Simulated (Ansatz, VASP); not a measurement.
# Rh: VASP beside Ansatz

```xyz
4
Lattice="2.6917 0.0000 0.0000 -1.3459 2.3311 0.0000 0.0000 0.0000 8.7981" Properties=species:S:1:pos:R:3 pbc="T T T"
Rh    0.0000    0.0000    0.0000
Rh    0.0000    1.5541    2.1995
Rh    0.0000    0.0000    4.3990
Rh    1.3459    0.7770    6.5986
```

Alike in both runs: task single point; functional LDA; k mesh 10 × 10 × 3; occupations fermi-dirac, width 0.05 eV; no spin polarisation.

|  | VASP | Ansatz |
| --- | --- | --- |
| version | VASP 6.6.1 | Ansatz 0.2.0 |
| potentials or method | VASP PAW LDA potentials, release 64 (Rh_pv), cutoff 520 eV | plane waves, PAW |
| valence electrons in the cell | 60 | 68 |

```csv
,VASP,Ansatz,Ansatz less VASP
pressure (GPa),-11.0,-11.8,-0.82
"traceless stress, the component that is largest in VASP (GPa)",0.35,0.37,+0.016
```

LDA's correlation is that of Perdew and Zunger in VASP and of Perdew and Wang (1992) in Ansatz. VASP's potentials hold 60 valence electrons a cell and Ansatz's 68, so a difference there can come from the potentials and not from the codes.
